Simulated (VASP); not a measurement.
# Zr12O (a cell with a defect) in VASP: single point with PBE+D3(BJ)

Aim: the single point of Zr12O (a cell with a defect) with PBE+D3(BJ).

Everything below comes from runs of VASP 6.6.1. Logs are shortened: lines on timing, memory, paths and dates and some standing lists are left out, and cuts for length are marked.

### Step 1. The cell of the first run

The cell holds a defect, 13 atoms: a = 6.460 Å, b = 9.690 Å, c = 5.145 Å, α = 90.00°, β = 90.00°, γ = 120.00°.

### Step 2. Single point, PBE+D3(BJ)

The input, INCAR:

```
SYSTEM = Zr12O
  PREC = Accurate
  ENCUT = 520
  EDIFF = 1E-7
  ISMEAR = -1
  SIGMA = 0.15
  LREAL = .FALSE.
  LASPH = .TRUE.
  NELM = 100
  ALGO = Normal
  ISIF = 2
  LWAVE = .FALSE.
  LCHARG = .FALSE.
  GGA = PE
  IVDW = 12
  NBANDS = 87
```

The input, KPOINTS:

```
Automatic mesh
0
G
  3 2 3
  0 0 0
```

The input, POSCAR:

```
Zr12O
1.0
    6.4600000000      0.0000000000      0.0000000000
   -4.8450000000      8.3917860000      0.0000000000
    0.0000000000      0.0000000000      5.1453900000
Zr O
12 1
Direct
    0.0408803818     -0.0014061369     -0.0121273606
    0.1796552984      0.2242669201      0.4991264025
    0.0234952507      0.3439792197     -0.0256734669
    0.1832494976      0.5523615593      0.5049374294
   -0.0023349426      0.6675575378     -0.0165779465
    0.1975080641      0.9007021866      0.4871156511
    0.5436213852     -0.0027050261     -0.0073269470
    0.6839351802      0.2226462877      0.5079692696
    0.4827147391      0.3526186202      0.0307265338
    0.6636134369      0.5344154391      0.5448955278
    0.4775618103      0.6756964489      0.0264702967
    0.7118024987      0.9038481201      0.4947729910
    0.8698582261      0.1425560661      0.2488635458
```

Potentials or basis: VASP PAW PBE potentials, release 64 (Zr_sv, O).

The run is started by

```bash
$ cat potpaw_PBE.64/Zr_sv/POTCAR potpaw_PBE.64/O/POTCAR > POTCAR
$ mpirun -np 1 vasp_std > vasp.out
```

OUTCAR:

```text
SYSTEM = Zr12O
   PREC = Accurate
   ENCUT = 520
   EDIFF = 1E-7
   ISMEAR = -1
   LREAL = .FALSE.
   LASPH = .TRUE.
   NELM = 100
   ISIF = 2
   GGA = PE
   IVDW = 12
 IVDW          = 12

 ion  position               nearest neighbor table
   1  0.041  0.999  0.988-  13 2.55   5 3.08   6 3.08   6 3.09  12 3.14   2 3.15   9 3.19  12 3.20
                             7 3.21   2 3.25   7 3.25   3 3.41  11 3.42
   2  0.180  0.224  0.499-  13 2.17   9 2.96  12 3.06  10 3.08   3 3.08   1 3.15   4 3.17   8 3.19
                             6 3.20   9 3.23   1 3.25   8 3.27   3 3.29
   3  0.023  0.344  0.974-  13 2.20   9 2.94   4 2.98   8 3.06   2 3.08  11 3.10   5 3.22   7 3.24
                             4 3.24   2 3.29   8 3.34   1 3.41   9 3.55
   4  0.183  0.552  0.505-  11 2.97   3 2.98  11 3.16   2 3.17   5 3.18  10 3.20   8 3.21   3 3.24
                            10 3.28   6 3.33   5 3.35  12 3.41
   5  0.998  0.668  0.983-  10 2.94  11 3.07   1 3.08   4 3.18   9 3.21   6 3.22   3 3.22   6 3.25
                             4 3.35   7 3.37  11 3.41  10 3.45
   6  0.198  0.901  0.487-   1 3.08   1 3.09   8 3.13  12 3.15   2 3.20   7 3.20   5 3.22   7 3.25
                             5 3.25  12 3.31   4 3.33  10 3.51
   7  0.544  0.997  0.993-  13 2.28  11 2.93  12 3.09  12 3.11   8 3.14   6 3.20   1 3.21   3 3.24
                             6 3.25   1 3.25   8 3.26   5 3.37   9 3.66
   8  0.684  0.223  0.508-  13 2.18   3 3.06  10 3.09   6 3.13   7 3.14  12 3.18   2 3.19   4 3.21
                             7 3.26   2 3.27   9 3.31   3 3.34   9 3.49
   9  0.483  0.353  0.031-   3 2.94  10 2.94   2 2.96  10 3.07  11 3.15   1 3.19   5 3.21   2 3.23
                             8 3.31   8 3.49   3 3.55   7 3.66
  10  0.664  0.534  0.545-   5 2.94   9 2.94   9 3.07   2 3.08   8 3.09   4 3.20   4 3.28  11 3.33
                            12 3.44   5 3.45  11 3.48   6 3.51
  11  0.478  0.676  0.026-   7 2.93   4 2.97   5 3.07   3 3.10  12 3.10   9 3.15   4 3.16  10 3.33
                            12 3.36   5 3.41   1 3.42  10 3.48
  12  0.712  0.904  0.495-  13 2.37   2 3.06   7 3.09  11 3.10   7 3.11   1 3.14   6 3.15   8 3.18
                             1 3.20   6 3.31  11 3.36   4 3.41  10 3.44
  13  0.870  0.143  0.249-   2 2.17   8 2.18   3 2.20   7 2.28  12 2.37   1 2.55

  LATTYP: Found a simple monoclinic cell.
 ALAT       =     6.4600000000
 B/A-ratio  =     0.7965000000
 C/A-ratio  =     1.3228756308
 COS(beta)  =    -0.1889822400

  Lattice vectors:

 A1 = (   6.4600000000,   0.0000000000,   0.0000000000)
 A2 = (   0.0000000000,   0.0000000000,   5.1453900000)
 A3 = (  -1.6150000000,  -8.3917860000,   0.0000000000)

Analysis of symmetry for initial positions (statically):
=====================================================================
 Subroutine PRICEL returns:
 Original cell was already a primitive cell.

 Routine SETGRP: Setting up the symmetry group for a
 simple monoclinic supercell.

 Subroutine GETGRP returns: Found  1 space group operations
 (whereof  1 operations were pure point group operations)
 out of a pool of  4 trial point group operations.

The static configuration has the point symmetry C_1 .

Analysis of symmetry for dynamics (positions and initial velocities):
=====================================================================
 Subroutine PRICEL returns:
 Original cell was already a primitive cell.

 Routine SETGRP: Setting up the symmetry group for a
 simple monoclinic supercell.

 Subroutine GETGRP returns: Found  1 space group operations
 (whereof  1 operations were pure point group operations)
 out of a pool of  4 trial point group operations.

The dynamic configuration has the point symmetry C_1 .

 Subroutine INISYM returns: Found  1 space group operations
 (whereof  1 operations are pure point group operations),
 and found     1 'primitive' translations

----------------------------------------------------------------------------------------

                                     Primitive cell

  volume of cell :     278.9364

  direct lattice vectors                    reciprocal lattice vectors
     6.460000000  0.000000000  0.000000000     0.154798762  0.089373108  0.000000000
    -4.845000000  8.391786000  0.000000000     0.000000000  0.119164145  0.000000000
     0.000000000  0.000000000  5.145390000     0.000000000  0.000000000  0.194348728

  length of vectors
     6.460000000  9.689999859  5.145390000     0.178746214  0.119164145  0.194348728

  position of ions in fractional coordinates (direct lattice)
     0.040880382  0.998593863  0.987872639
     0.179655298  0.224266920  0.499126403
     0.023495251  0.343979220  0.974326533
     0.183249498  0.552361559  0.504937429
     0.997665057  0.667557538  0.983422054
     0.197508064  0.900702187  0.487115651
     0.543621385  0.997294974  0.992673053
     0.683935180  0.222646288  0.507969270
     0.482714739  0.352618620  0.030726534
     0.663613437  0.534415439  0.544895528
[... 38 lines left out ...]
  Shift w.r.t. Gamma in fractional coordinates (k-lattice)
     0.000000000  0.000000000  0.000000000

 -----------------------------------------------------------------------------
|                                                                             |
|           W    W    AA    RRRRR   N    N  II  N    N   GGGG   !!!           |
|           W    W   A  A   R    R  NN   N  II  NN   N  G    G  !!!           |
|           W    W  A    A  R    R  N N  N  II  N N  N  G       !!!           |
|           W WW W  AAAAAA  RRRRR   N  N N  II  N  N N  G  GGG   !            |
|           WW  WW  A    A  R   R   N   NN  II  N   NN  G    G                |
|           W    W  A    A  R    R  N    N  II  N    N   GGGG   !!!           |
|                                                                             |
|     Your reciprocal lattice and k-lattice belong to different lattice       |
|     classes:                                                                |
|                                                                             |
|        The reciprocal lattice is simple monoclinic,                         |
|        whereas your k-lattice is hexagonal.                                 |
|                                                                             |
|     Results are often still useful ...                                      |
|                                                                             |
 -----------------------------------------------------------------------------

 Subroutine IBZKPT returns following result:
 ===========================================

 Found     10 irreducible k-points:

 Following reciprocal coordinates:
            Coordinates               Weight
  0.000000  0.000000  0.000000      1.000000
  0.333333  0.000000  0.000000      2.000000
  0.000000  0.500000  0.000000      1.000000
  0.333333  0.500000  0.000000      2.000000
  0.000000  0.000000  0.333333      2.000000
  0.333333  0.000000  0.333333      2.000000
 -0.333333  0.000000  0.333333      2.000000
  0.000000  0.500000  0.333333      2.000000
  0.333333  0.500000  0.333333      2.000000
 -0.333333  0.500000  0.333333      2.000000
   k-points           NKPTS =     10   k-points in BZ     NKDIM =     10   number of bands    NBANDS=     87
   number of dos      NEDOS =    301   number of ions     NIONS =     13
   total plane-waves  NPLWV = 138240
   dimension x,y,z NGX =    48 NGY =   72 NGZ =   40
   dimension x,y,z NGXF=    96 NGYF=  144 NGZF=   80
   ions per type =              12   1
   NGX,Y,Z   is equivalent  to a cutoff of  12.35, 12.35, 12.92 a.u.
   NGXF,Y,Z  is equivalent  to a cutoff of  24.71, 24.71, 25.85 a.u.
 SYSTEM =  Zr12O
   PREC   = accura    normal or accurate (medium, high low for compatibility)
   ISTART =      0    job   : 0-new  1-cont  2-samecut
   ICHARG =      2    charge: 1-file 2-atom 10-const
   ISPIN  =      1    spin polarized calculation?
   LNONCOLLINEAR =      F non collinear calculations
   LSORBIT =      F    spin-orbit coupling
   LASPH  =      T    aspherical Exc in radial PAW
   ENCUT  =  520.0 eV  38.22 Ry    6.18 a.u.  12.01 18.02  9.57*2*pi/ulx,y,z
   NELM   =    100;   NELMIN=  2; NELMDL= -5     # of ELM steps
   EDIFF  = 0.1E-06   stopping-criterion for ELM
   LREAL  =      F    real-space projection
   EDIFFG = 0.1E-05   stopping-criterion for IOM
   NSW    =      0    number of steps for IOM
   IBRION =     -1    ionic relax: 0-MD 1-quasi-New 2-CG
   NFREE  =      0    steps in history (QN), initial steepest desc. (CG)
   ISIF   =      2    stress and relaxation
   ISYM   =      2    0-nonsym 1-usesym 2-fastsym
   POTIM  = 0.5000    time-step for ionic-motion
   TEBEG  =    0.0;   TEEND  =   0.0 temperature during run
   PSTRESS=    0.0 pullay stress
   NELECT =     150.0000    total number of electrons
   NUPDOWN=      -1.0000    fix difference up-down
   EMIN   =  10.00;   EMAX   =-10.00  energy-range for DOS
   EFERMI =   0.00;   METHOD = LEGACY
   ISMEAR =    -1;   SIGMA  =   0.15  broadening in eV -4-tet -1-fermi 0-gaus
   EFERMI_NEDOS =   21; number of points for ismear=-14 and -15
   IALGO  =     38    algorithm
   IMIX   =      4    mixing-type and parameters
     AMIX     =   0.40;   BMIX     =  1.00
     AMIX_MAG =   1.60;   BMIX_MAG =  1.00
  volume/ion in A,a.u.               =      21.46       144.80
  Fermi-wavevector in a.u.,A,eV,Ry     =   1.331282  2.515759 24.113779  1.772313
  Thomas-Fermi vector in A             =   2.460305
   LORBIT       =      0    0 simple, 1 ext, 2 COOP (PROOUT), +10 PAW based schemes
   GGA     = PE    functional components
   LHFCALC =     F    Hartree Fock is set to
   AEXX    =    0.0000 exact exchange contribution
   IVDW    =    12    specifies the selected vdW correction
   LEPSILON=     F    determine dielectric tensor
   LRPA    =     F    only Hartree local field effects (RPA)
 non-spin polarized calculation
  energy-cutoff  :      520.00
  volume of cell :      278.94
 maximum number of plane-waves:      7545
   NGX = 25   NGY = 37   NGZ = 19

 number of electron     150.0000002 magnetization

 Free energy of the ion-electron system (eV)
  ---------------------------------------------------
  ext. energy  EPLUGINS =         0.00000000
  ---------------------------------------------------
  free energy    TOTEN  =      -111.89180782 eV

  energy without entropy =     -110.75049007  energy(sigma->0) =     -111.32114895

 E-fermi :   9.1340     XC(G=0): -11.2060

 val. band max:        9.1306968139   @ k =   0.3333   0.0000   0.3333
 cond. band min:       9.1446729077   @ k =   0.0000   0.5000   0.0000
 fundamental gap:      0.0139760938
 Fermi energy:         9.1339505027

 k-point     1 :       0.0000    0.0000    0.0000
  band No.  band energies     occupation
      1     -39.6432      2.00000
      2     -39.5732      2.00000
      3     -39.5270      2.00000
      4     -39.5049      2.00000
      5     -39.4768      2.00000
      6     -39.4642      2.00000
[... 889 lines left out ...]
     86      10.2977      0.00085
     87      10.3984      0.00044

------------------------ aborting loop because EDIFF is reached ----------------------------------------

 Edisp (eV)   -6.60335

 E8    (eV) :    -3.3572

  FORCE on cell =-STRESS in cart. coord.  units (eV):
  Direction    XX          YY          ZZ          XY          YZ          ZX
  --------------------------------------------------------------------------------------
  -------------------------------------------------------------------------------------
  Total      -1.47510    -0.42515    -0.79549     2.46606     0.34392     0.29243
  in kB      -8.47282    -2.44202    -4.56922    14.16473     1.97545     1.67966
  external pressure =       -5.16 kB  Pullay stress =        0.00 kB

 VOLUME and BASIS-vectors are now :
 -----------------------------------------------------------------------------
  energy-cutoff  :      520.00
  volume of cell :      278.94
      direct lattice vectors                 reciprocal lattice vectors
     6.460000000  0.000000000  0.000000000     0.154798762  0.089373108  0.000000000
    -4.845000000  8.391786000  0.000000000     0.000000000  0.119164145  0.000000000
     0.000000000  0.000000000  5.145390000     0.000000000  0.000000000  0.194348728

 POSITION                                       TOTAL-FORCE (eV/Angst)
 -----------------------------------------------------------------------------------
     -4.57410      8.37999      5.08299        -0.535318      0.603306      0.103209
      0.07400      1.88200      2.56820         0.382886     -0.053247      0.365183
     -1.51480      2.88660      5.01329        -0.760044     -0.420643      0.434340
     -1.49240      4.63530      2.59810        -0.249785      0.734380     -0.141389
      3.21060      5.60200      5.06009        -0.108551     -0.010774      0.510194
     -3.08800      7.55850      2.50640         0.503237     -0.650604     -0.079938
     -1.32010      8.36909      5.10769        -0.793166      0.549638     -0.162150
      3.33950      1.86840      2.61370        -0.766189      0.174022      0.220543
      1.40990      2.95910      0.15810         1.557823     -0.194857     -0.210446
      1.69770      4.48470      2.80370        -0.162740      1.151859     -0.546934
     -0.18870      5.67030      0.13620         1.019426      0.143271     -0.260741
      0.21910      7.58490      2.54580         0.153838     -0.678930      0.188437
      4.92860      1.19630      1.28050        -0.241416     -1.347420     -0.420309
 -----------------------------------------------------------------------------------
    total drift:                                0.000051     -0.000007      0.000218

  FREE ENERGIE OF THE ION-ELECTRON SYSTEM (eV)
  ---------------------------------------------------
  free  energy   TOTEN  =      -118.4951578268 eV

  energy  without entropy=     -117.3538400736  energy(sigma->0) =     -117.92449895
```

It took 8.1 min on 1 thread of Intel Xeon Platinum 8259CL at 2.50GHz (Skylake/Cascade Lake), shared host; peak memory 0.43 GiB.

Results:

- Free energy: -118.4952 eV
- Pressure: -0.5 GPa
- Largest force: 1.584 eV/Å
- Band gap on the k mesh: zero (bands 75 and 76 overlap by 0.40 eV)
- Dispersion energy per atom: -0.508 eV

Forces on the atoms (eV/Å):
```
Zr  -0.535  0.603  0.103
Zr   0.383 -0.053  0.365
Zr  -0.760 -0.421  0.434
Zr  -0.250  0.734 -0.141
Zr  -0.109 -0.011  0.510
Zr   0.503 -0.651 -0.080
Zr  -0.793  0.550 -0.162
Zr  -0.766  0.174  0.221
Zr   1.558 -0.195 -0.210
Zr  -0.163  1.152 -0.547
Zr   1.019  0.143 -0.261
Zr   0.154 -0.679  0.188
O   -0.241 -1.347 -0.420
```

Levels at points of the mesh, in eV from the Fermi level:
| k point | band 72 | band 73 | band 74 | band 75 | band 76 | band 77 | band 78 | band 79 |
| --- | --- | --- | --- | --- | --- | --- | --- | --- |
| (0.00, 0.00, 0.00) | -0.40 | -0.23 | -0.04 | 0.36 | 0.48 | 0.58 | 0.67 | 0.72 |
| (0.00, 0.50, 0.00) | -0.14 | -0.11 | 0.01 | 0.04 | 0.23 | 0.34 | 0.50 | 0.57 |

Caveat: the k points lie up to 0.41 Å⁻¹ apart; the atoms stand as in a frame of molecular dynamics.
